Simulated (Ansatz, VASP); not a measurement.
**One calculation of Ge, two programs**

Contents of INCAR:

```
SYSTEM = Ge
PREC = Accurate ; ENCUT = 520
EDIFF = 1E-7 ; ISMEAR = 0
SIGMA = 0.15 ; LREAL = .FALSE.
LASPH = .TRUE. ; NELM = 80
ALGO = Fast ; ISIF = 2
LWAVE = .FALSE. ; LCHARG = .TRUE.
GGA = PE ; LELF = .TRUE.
LVHAR = .TRUE. ; NBANDS = 66
```

File KPOINTS:

```
Automatic mesh
0
G
  15 15 4
  0 0 0
```

File POSCAR:

```
Ge
1.0
    4.1505862568      0.0000000000      0.0000000000
   -2.0752931284      3.5945131389      0.0000000000
    0.0000000000      0.0000000000     12.7975026055
Ge
8
Direct
    0.0000000000      0.0000000000      0.4011510280
    0.0000000000      0.0000000000      0.5988489720
    0.0000000000      0.0000000000      0.9011510280
    0.0000000000      0.0000000000      0.0988489720
    0.3333333333      0.6666666667      0.3442031336
    0.6666666667      0.3333333333      0.6557968664
    0.6666666667      0.3333333333      0.8442031336
    0.3333333333      0.6666666667      0.1557968664
```

Input for Ansatz:

```yaml
crystal:
  lattice:
    - [4.1505862568, 0.0, 0.0]
    - [-2.0752931284, 3.5945131389, 0.0]
    - [0.0, 0.0, 12.7975026055]
  atoms:
    - { symbol: Ge, position: [0.0, 0.0, 0.401151028] }
    - { symbol: Ge, position: [0.0, 0.0, 0.598848972] }
    - { symbol: Ge, position: [0.0, 0.0, 0.901151028] }
    - { symbol: Ge, position: [0.0, 0.0, 0.098848972] }
    - { symbol: Ge, position: [0.3333333333, 0.6666666667, 0.3442031336] }
    - { symbol: Ge, position: [0.6666666667, 0.3333333333, 0.6557968664] }
    - { symbol: Ge, position: [0.6666666667, 0.3333333333, 0.8442031336] }
    - { symbol: Ge, position: [0.3333333333, 0.6666666667, 0.1557968664] }
basis:
  ecutwfc: 420
kpoints:
  mp_grid: { grid: [15, 15, 4] }
hamiltonian:
  xc: pbe
scf:
  occupations: { method: gaussian, width: 0.15 }
output:
  forces: true
  stress: true
  eigenvalues: true
```

Alike in both runs: task single point; functional PBE; k mesh 15 × 15 × 4; occupations gaussian, width 0.15 eV; no spin polarisation.

|  | VASP | Ansatz |
| --- | --- | --- |
| version | VASP 6.6.1 | Ansatz 0.2.0 |
| potentials or method | VASP PAW PBE potentials, release 64 (Ge_d), cutoff 520 eV | scalar-relativistic, plane waves, PAW |
| valence electrons in the cell | 112 | 112 |

Ansatz gave:

* gap on the k mesh at the Fermi level (eV): none
* pressure (GPa): 0.3
* traceless stress, the component that is largest in VASP (GPa): 4.41
* rms of the force components (eV/Å): 0.336

Task: What did VASP give for the same quantities?

Result: gap on the k mesh at the Fermi level (eV): none; pressure (GPa): 0.2; traceless stress, the component that is largest in VASP (GPa): 4.40; rms of the force components (eV/Å): 0.336.

Atom by atom the forces differ by 0.001 eV/Å (rms over components). A gap of «none» marks a metal or a gap that the smearing closes. With one functional, cell and mesh, what is left measures potentials, basis and numerics.
